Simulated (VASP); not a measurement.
Set up this calculation in VASP 6.6.1, as the native input.

```
Task                   : electric field gradients
Functional             : PBE
Potentials or basis    : VASP PAW PBE potentials, release 64 (Mn_pv, Si)
Cutoff                 : 520 eV
k mesh                 : 15 × 15 × 15
Occupations            : fermi-dirac, width 0.05 eV
Spin                   : collinear spin, ferromagnetic start
Starting moments       : [4.0, 0.0] μB
Dipole correction      : no
Further INCAR settings : ALGO = Normal; EDIFF = 1e-08; NBANDS = 20
```

The structure of MnSi (rocksalt type) lies in POSCAR:

```
MnSi
1.0
    0.0000000000      2.4224954964      2.4224954964
    2.4224954964      0.0000000000      2.4224954964
    2.4224954964      2.4224954964      0.0000000000
Mn Si
1 1
Direct
    0.0000000000      0.0000000000      0.0350271033
    0.5000000000      0.5000000000      0.5000000000
```

This cell differs from its parent crystal: atom 1 (Mn) moved by [0.084853, 0.084853, 0.0] A.

These files were run (other wordings do the same):

INCAR

```
SYSTEM = MnSi
PREC     = Accurate       ! precision mode
ENCUT    = 520            ! plane-wave cutoff, eV
EDIFF    = 1E-8           ! SCF threshold, eV
ISMEAR   = -1             ! smearing method
SIGMA    = 0.05           ! smearing width, eV
LREAL    = .False.        ! projectors in reciprocal space
LASPH    = .True.         ! aspherical terms in the spheres
NELM     = 150            ! most SCF steps
ALGO     = Normal         ! electronic algorithm
ISIF     = 2              ! what is computed and relaxed
LWAVE    = .False.        ! write WAVECAR
LCHARG   = .False.        ! write CHGCAR
ISPIN    = 2              ! spin polarisation
MAGMOM   = 4 0            ! initial moments
LORBIT   = 11             ! projections on sites
LMAXMIX  = 4              ! l up to which the mixer works
GGA      = PE             ! functional
LEFG     = .True.       
NBANDS   = 20             ! bands
```

KPOINTS

```
Automatic mesh
0
Gamma
  15 15 15
  0 0 0
```

Potentials or basis: VASP PAW PBE potentials, release 64 (Mn_pv, Si).

The run is started by

```console
$ cat potpaw_PBE.64/Mn_pv/POTCAR potpaw_PBE.64/Si/POTCAR > POTCAR
$ mpirun -np 1 vasp_std > vasp.out
```

Results of the run:

| Quantity | Value |
| --- | --- |
| Pressure | 0.7 GPa |
| Largest force | 0.804 eV/Å |
| Net moment | 2.44 μB per cell |
| Site moments | Mn +2.55; Si -0.11 μB |
| Largest electric field gradient by atom | Mn -1.2; Si -2.7 V/Å² |
| Valence electrons inside the program's atomic spheres | Mn 11.80; Si 1.69 |

Caveat: the cell differs from its parent crystal (atom 1 (Mn) moved by [0.084853, 0.084853, 0.0] A); without QUAD_EFG the Cq values of the log hold for a quadrupole moment of 1 mb, not for the nuclei.

Wall time 8.2 min on 1 thread of Oxide Virtual Turin-like Processor, on a shared host, peak memory 0.48 GiB.
